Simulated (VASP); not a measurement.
# Ta8HN8 (a cell with a defect) in VASP: single point with PBE

Aim: the single point of Ta8HN8 (a cell with a defect) with PBE.

Program: VASP 6.6.1. These are calculated values, not measurements. Logs are shortened: lines on timing, memory, paths and dates and some standing lists are left out, and cuts for length are marked.

## Step 1: The cell of the first run

The cell holds a defect, 17 atoms: a = 5.834 Å, b = 5.834 Å, c = 5.915 Å, α = 90.00°, β = 90.00°, γ = 120.00°.

## Step 2: Single point, PBE

Contents of INCAR:

```
ALGO     = Fast           # electronic algorithm
EDIFF    = 1E-7           # SCF threshold, eV
ENCUT    = 520            # plane-wave cutoff, eV
GGA      = PE             # functional
ISIF     = 2              # what is computed and relaxed
ISMEAR   = 0              # smearing method
LASPH    = T              # aspherical terms in the spheres
LCHARG   = F              # write CHGCAR
LREAL    = Auto         
LWAVE    = F              # write WAVECAR
NBANDS   = 78             # bands
NELM     = 80             # most SCF steps
PREC     = Accurate       # precision mode
SIGMA    = 0.1            # smearing width, eV
```

Contents of KPOINTS:

```
Automatic mesh
0
Gamma
  5 5 4
  0 0 0.5
```

Contents of POSCAR:

```
Ta8HN8
1.0
    2.9171012907     -5.0525676462      0.0000000000
   -5.8342025813      0.0000000000      0.0000000000
    0.0000000000      0.0000000000     -5.9148455060
Ta N H
8 8 1
Direct
    0.4979005084      0.4957999273      0.0002353400
    1.0000016534      0.5000016837     -0.0031108167
    0.4979005084      1.0021020241      0.0002350019
    1.0042028836      1.0021020776      0.0002344947
    0.5007339193      0.5014663995      0.5018597691
    1.0000012575      0.5000013144      0.4966937847
    0.5007335235      0.9992691077      0.5018604454
    0.9985370515      0.9992691616      0.5018607835
    0.1673897430      0.3326132078      0.7496030108
    0.6652245423      0.3326129568      0.7496031799
    0.1673895451      0.8347777079      0.7496030108
    0.6666673731      0.8333339795      0.7570647442
    0.3333338845      0.1666672850      0.2544805267
    0.8383862021      0.1767711111      0.2420350622
    0.3232318921      0.6616165818      0.2420357385
    0.8383860042      0.6616165348      0.2420355694
    0.6666715294      0.8333393143      0.3461380349
```

Potentials or basis: VASP PAW PBE potentials, release 64 (Ta_pv, N, H).

Command:

```
> cat potpaw_PBE.64/Ta_pv/POTCAR potpaw_PBE.64/N/POTCAR potpaw_PBE.64/H/POTCAR > POTCAR
> mpirun -np 1 vasp_std > vasp.out
```

OUTCAR:

```text
EDIFF = 1E-7
   ENCUT = 520
   GGA = PE
   ISIF = 2
   ISMEAR = 0
   LASPH = T
   LREAL = Auto
   NELM = 80
   PREC = Accurate

 ion  position               nearest neighbor table
   1  0.498  0.496  0.000-  12 2.23   9 2.23  10 2.23  15 2.24  16 2.24  13 2.24   4 2.88   3 2.88
                             2 2.92   2 2.92   5 2.95   3 2.95   4 2.95   5 2.97
   2  0.000  0.500  0.997-  14 2.18  15 2.18  16 2.18  11 2.24   9 2.24  10 2.24   3 2.92   1 2.92
                             4 2.92   4 2.92   1 2.92   3 2.92   6 2.96   6 2.96
   3  0.498  0.002  0.000-  12 2.23  10 2.23  11 2.23  14 2.24  15 2.24  13 2.24   4 2.88   1 2.88
                             2 2.92   2 2.92   7 2.95   1 2.95   4 2.95   7 2.97
   4  0.004  0.002  0.000-  12 2.23  11 2.23   9 2.23  14 2.24  16 2.24  13 2.24   3 2.88   1 2.88
                             2 2.92   2 2.92   8 2.95   1 2.95   3 2.95   8 2.97
   5  0.501  0.501  0.502-  17 1.91   9 2.23  10 2.23  13 2.24  12 2.26  15 2.30  16 2.30   7 2.90
                             8 2.90   6 2.92   6 2.92   8 2.93   7 2.93   1 2.95   1 2.97
   6  0.000  0.500  0.497-  15 2.22  16 2.22  14 2.22  11 2.26   9 2.26  10 2.26   5 2.92   8 2.92
                             7 2.92   7 2.92   8 2.92   5 2.92   2 2.96   2 2.96
   7  0.501  0.999  0.502-  17 1.91  11 2.23  10 2.23  13 2.24  12 2.26  15 2.30  14 2.30   5 2.90
                             8 2.90   6 2.92   6 2.92   8 2.93   5 2.93   3 2.95   3 2.97
   8  0.999  0.999  0.502-  17 1.91  11 2.23   9 2.23  13 2.24  12 2.26  16 2.30  14 2.30   5 2.90
                             7 2.90   6 2.92   6 2.92   7 2.93   5 2.93   4 2.95   4 2.97
   9  0.167  0.333  0.750-   8 2.23   5 2.23   4 2.23   1 2.23   2 2.24   6 2.26
  10  0.665  0.333  0.750-   7 2.23   5 2.23   3 2.23   1 2.23   2 2.24   6 2.26
  11  0.167  0.835  0.750-   8 2.23   7 2.23   4 2.23   3 2.23   2 2.24   6 2.26
  12  0.667  0.833  0.757-   1 2.23   3 2.23   4 2.23   5 2.26   7 2.26   8 2.26
  13  0.333  0.167  0.254-   8 2.24   7 2.24   5 2.24   4 2.24   3 2.24   1 2.24
  14  0.838  0.177  0.242-   2 2.18   6 2.22   3 2.24   4 2.24   7 2.30   8 2.30
  15  0.323  0.662  0.242-   2 2.18   6 2.22   1 2.24   3 2.24   5 2.30   7 2.30
  16  0.838  0.662  0.242-   2 2.18   6 2.22   1 2.24   4 2.24   5 2.30   8 2.30
  17  0.667  0.833  0.346-   8 1.91   7 1.91   5 1.91

  LATTYP: Found a hexagonal cell.
 ALAT       =     5.8342025813
 C/A-ratio  =     1.0138224416

  Lattice vectors:

 A1 = (   2.9171012907,  -5.0525676462,   0.0000000000)
 A2 = (  -5.8342025813,   0.0000000000,   0.0000000000)
 A3 = (   0.0000000000,   0.0000000000,  -5.9148455060)

Analysis of symmetry for initial positions (statically):
=====================================================================
 Subroutine PRICEL returns:
 Original cell was already a primitive cell.

 Routine SETGRP: Setting up the symmetry group for a
 hexagonal supercell.

 Subroutine GETGRP returns: Found  6 space group operations
 (whereof  2 operations were pure point group operations)
 out of a pool of 24 trial point group operations.

The static configuration has the point symmetry C_1h.
 The point group associated with its full space group is C_3v.

Analysis of symmetry for dynamics (positions and initial velocities):
=====================================================================
 Subroutine PRICEL returns:
 Original cell was already a primitive cell.

 Routine SETGRP: Setting up the symmetry group for a
 hexagonal supercell.

 Subroutine GETGRP returns: Found  6 space group operations
 (whereof  2 operations were pure point group operations)
 out of a pool of 24 trial point group operations.

The dynamic configuration has the point symmetry C_1h.
 The point group associated with its full space group is C_3v.

 Subroutine INISYM returns: Found  6 space group operations
 (whereof  2 operations are pure point group operations),
 and found     1 'primitive' translations

----------------------------------------------------------------------------------------

                                     Primitive cell

  volume of cell :     174.3561

  direct lattice vectors                    reciprocal lattice vectors
     2.917101291 -5.052567646  0.000000000     0.000000000 -0.197919171  0.000000000
    -5.834202581  0.000000000  0.000000000    -0.171403030 -0.098959586  0.000000000
     0.000000000  0.000000000 -5.914845506     0.000000000  0.000000000 -0.169066123

  length of vectors
     5.834202581  5.834202581  5.914845506     0.197919171  0.197919171  0.169066123

  position of ions in fractional coordinates (direct lattice)
     0.497900508  0.495799927  0.000235340
     0.000001653  0.500001684  0.996889183
[... 53 lines left out ...]

  Shift w.r.t. Gamma in fractional coordinates (k-lattice)
     0.000000000  0.000000000  0.500000000

 Subroutine IBZKPT returns following result:
 ===========================================

 Found     14 irreducible k-points:

 Following reciprocal coordinates:
            Coordinates               Weight
  0.000000  0.000000  0.125000      2.000000
  0.200000  0.000000  0.125000      6.000000
  0.000000  0.200000  0.125000      6.000000
  0.400000  0.000000  0.125000      6.000000
  0.000000  0.400000  0.125000      6.000000
  0.200000  0.200000  0.125000     12.000000
  0.400000  0.200000  0.125000     12.000000
  0.000000  0.000000  0.375000      2.000000
  0.200000  0.000000  0.375000      6.000000
  0.000000  0.200000  0.375000      6.000000
  0.400000  0.000000  0.375000      6.000000
  0.000000  0.400000  0.375000      6.000000
  0.200000  0.200000  0.375000     12.000000
  0.400000  0.200000  0.375000     12.000000
   k-points           NKPTS =     14   k-points in BZ     NKDIM =     14   number of bands    NBANDS=     78
   number of dos      NEDOS =    301   number of ions     NIONS =     17
   total plane-waves  NPLWV = 110592
   dimension x,y,z NGX =    48 NGY =   48 NGZ =   48
   dimension x,y,z NGXF=    96 NGYF=   96 NGZF=   96
   ions per type =               8   8   1
   NGX,Y,Z   is equivalent  to a cutoff of  13.68, 13.68, 13.49 a.u.
   NGXF,Y,Z  is equivalent  to a cutoff of  27.36, 27.36, 26.98 a.u.
 SYSTEM =  unknown system
   PREC   = accura    normal or accurate (medium, high low for compatibility)
   ISTART =      0    job   : 0-new  1-cont  2-samecut
   ICHARG =      2    charge: 1-file 2-atom 10-const
   ISPIN  =      1    spin polarized calculation?
   LNONCOLLINEAR =      F non collinear calculations
   LSORBIT =      F    spin-orbit coupling
   LASPH  =      T    aspherical Exc in radial PAW
   ENCUT  =  520.0 eV  38.22 Ry    6.18 a.u.  10.85 10.85 11.00*2*pi/ulx,y,z
   NELM   =     80;   NELMIN=  2; NELMDL= -5     # of ELM steps
   EDIFF  = 0.1E-06   stopping-criterion for ELM
   LREAL  =      T    real-space projection
   EDIFFG = 0.1E-05   stopping-criterion for IOM
   NSW    =      0    number of steps for IOM
   IBRION =     -1    ionic relax: 0-MD 1-quasi-New 2-CG
   NFREE  =      0    steps in history (QN), initial steepest desc. (CG)
   ISIF   =      2    stress and relaxation
   ISYM   =      2    0-nonsym 1-usesym 2-fastsym
   POTIM  = 0.5000    time-step for ionic-motion
   TEBEG  =    0.0;   TEEND  =   0.0 temperature during run
   PSTRESS=    0.0 pullay stress
   NELECT =     129.0000    total number of electrons
   NUPDOWN=      -1.0000    fix difference up-down
   EMIN   =  10.00;   EMAX   =-10.00  energy-range for DOS
   EFERMI =   0.00;   METHOD = LEGACY
   ISMEAR =     0;   SIGMA  =   0.10  broadening in eV -4-tet -1-fermi 0-gaus
   EFERMI_NEDOS =   21; number of points for ismear=-14 and -15
   IALGO  =     68    algorithm
   IMIX   =      4    mixing-type and parameters
     AMIX     =   0.40;   BMIX     =  1.00
     AMIX_MAG =   1.60;   BMIX_MAG =  1.00
  volume/ion in A,a.u.               =      10.26        69.21
  Fermi-wavevector in a.u.,A,eV,Ry     =   1.480673  2.798066 29.829297  2.192391
  Thomas-Fermi vector in A             =   2.594678
   LORBIT       =      0    0 simple, 1 ext, 2 COOP (PROOUT), +10 PAW based schemes
   GGA     = PE    functional components
   LHFCALC =     F    Hartree Fock is set to
   AEXX    =    0.0000 exact exchange contribution
   IVDW    =     0    specifies the selected vdW correction
   LEPSILON=     F    determine dielectric tensor
   LRPA    =     F    only Hartree local field effects (RPA)
 non-spin polarized calculation
 RMM-DIIS sequential band-by-band and
 Gauss-broadening in eV      SIGMA  =   0.10
  energy-cutoff  :      520.00
  volume of cell :      174.36
 maximum number of plane-waves:      4712
 NGX is ok and might be reduce to    48
   NGX = 21   NGY = 21   NGZ = 21

 number of electron     129.0000008 magnetization

 Free energy of the ion-electron system (eV)
  ---------------------------------------------------
  ext. energy  EPLUGINS =         0.00000000
  ---------------------------------------------------
  free energy    TOTEN  =      -177.74825909 eV

  energy without entropy =     -177.72165831  energy(sigma->0) =     -177.73495870

 E-fermi :   8.4119     XC(G=0): -13.3436

 val. band max:        8.3985966404   @ k =   0.0000   0.4000   0.1250
 cond. band min:       8.4254129212   @ k =   0.2000   0.0000   0.1250
 fundamental gap:      0.0268162808
 Fermi energy:         8.4118952612

 k-point     1 :       0.0000    0.0000    0.1250
  band No.  band energies     occupation
      1     -27.4875      2.00000
      2     -27.3984      2.00000
      3     -27.3984      2.00000
      4     -27.3270      2.00000
      5     -27.3048      2.00000
      6     -27.2690      2.00000
[... 1095 lines left out ...]
     75      11.2093      0.00000
     76      11.3678      0.00000
 [bands above 76 left out]

------------------------ aborting loop because EDIFF is reached ----------------------------------------

  FORCE on cell =-STRESS in cart. coord.  units (eV):
  Direction    XX          YY          ZZ          XY          YZ          ZX
  --------------------------------------------------------------------------------------
  -------------------------------------------------------------------------------------
  Total        5.8729904      5.8729904      4.0022633     -0.0000000      0.0000000     -0.0000000
  in kB       53.9675650     53.9675650     36.7772451     -0.0000000      0.0000000     -0.0000000
  external PRESSURE =      48.2374584 kB  Pullay stress =       0.0000000 kB

 VOLUME and BASIS-vectors are now :
 -----------------------------------------------------------------------------
  energy-cutoff  :      520.00
  volume of cell :      174.36
      direct lattice vectors                 reciprocal lattice vectors
     2.917101291 -5.052567646  0.000000000     0.000000000 -0.197919171  0.000000000
    -5.834202581  0.000000000  0.000000000    -0.171403030 -0.098959586  0.000000000
     0.000000000  0.000000000 -5.914845506     0.000000000  0.000000000 -0.169066123

 POSITION                                       TOTAL-FORCE (eV/Angst)
 -----------------------------------------------------------------------------------
     -1.44017     -2.51568     -0.00139         0.028158      0.016257      0.027493
     -2.91711     -0.00001     -5.89645        -0.000000     -0.000000      0.144116
      1.44016     -2.51568     -0.00139        -0.028158      0.016257      0.027493
     -0.00000     -0.02124     -0.00139         0.000000     -0.032514      0.027493
     -1.46497     -2.52999     -2.96842         0.021942      0.012668      0.072881
     -2.91711     -0.00001     -2.93787        -0.000000     -0.000000      0.163143
[... 9 lines left out ...]
     -1.41435     -4.23600     -1.43160         0.038830     -0.022419      0.207125
     -2.91712     -3.36840     -2.04735        -0.000000     -0.000000     -1.498807
 -----------------------------------------------------------------------------------
    total drift:                               -0.109093     -0.130020     -0.001644

  FREE ENERGIE OF THE ION-ELECTRON SYSTEM (eV)
  ---------------------------------------------------
  free  energy   TOTEN  =      -177.7482590888 eV

  energy  without entropy=     -177.7216583078  energy(sigma->0) =     -177.73495870
```

It took 11 min on 1 thread of Oxide Virtual Turin-like, shared host; peak memory 0.36 GiB.

Results:

```
Free energy            : -177.7483 eV
Pressure               : 4.8 GPa
Largest force          : 1.499 eV/Å
Band gap on the k mesh : zero (an odd number of electrons rules out a gap without spin polarisation)
```

Forces on the atoms (eV/Å):
```
Ta   0.028  0.016  0.027
Ta   0.000  0.000  0.144
Ta  -0.028  0.016  0.027
Ta   0.000 -0.033  0.027
Ta   0.022  0.013  0.073
Ta   0.000  0.000  0.163
Ta  -0.022  0.013  0.073
Ta   0.000 -0.025  0.073
N    0.006 -0.003  0.103
N    0.000  0.007  0.103
N   -0.006 -0.003  0.103
N    0.000  0.000 -0.058
N    0.000  0.000  0.018
N   -0.039 -0.022  0.207
N    0.000  0.045  0.207
N    0.039 -0.022  0.207
H    0.000  0.000 -1.499
```

Caveat: spin-orbit coupling is left out, which moves the levels of the heavy elements; an odd number of electrons without spin polarisation forces a metal; a magnetic or distorted state may lie lower.

The gap in the log of VASP goes by the Fermi energy; the results here count the filled bands.